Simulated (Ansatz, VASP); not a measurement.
**Two plane-wave programs on AlCo**

```xyz
2
Lattice="2.7937 0.0000 0.0000 0.0000 2.7937 0.0000 0.0000 0.0000 2.7937" Properties=species:S:1:pos:R:3 pbc="T T T"
Al    0.0000    0.0000    0.0000
Co    1.3968    1.3968    1.3968
```

Alike in both runs: task single point; functional PBE; k mesh 14 × 14 × 14; occupations gaussian, width 0.1 eV; no spin polarisation.

|  | VASP | Ansatz |
| --- | --- | --- |
| version | VASP 6.6.1 | Ansatz 0.2.0 |
| potentials or method | VASP PAW PBE potentials, release 64 (Al, Co), cutoff 520 eV | scalar-relativistic, plane waves, PAW |
| valence electrons in the cell | 12 | 20 |

|  | VASP | Ansatz | Ansatz less VASP |
| --- | --- | --- | --- |
| gap on the k mesh at the Fermi level (eV) | none | none | - |
| pressure (GPa) | 12.6 | 12.7 | +0.10 |

A gap of «none» marks a metal or a gap that the smearing closes. With one functional, cell and mesh, what is left measures potentials, basis and numerics. VASP's potentials hold 12 valence electrons a cell and Ansatz's 20, so a difference there can come from the potentials and not from the codes.
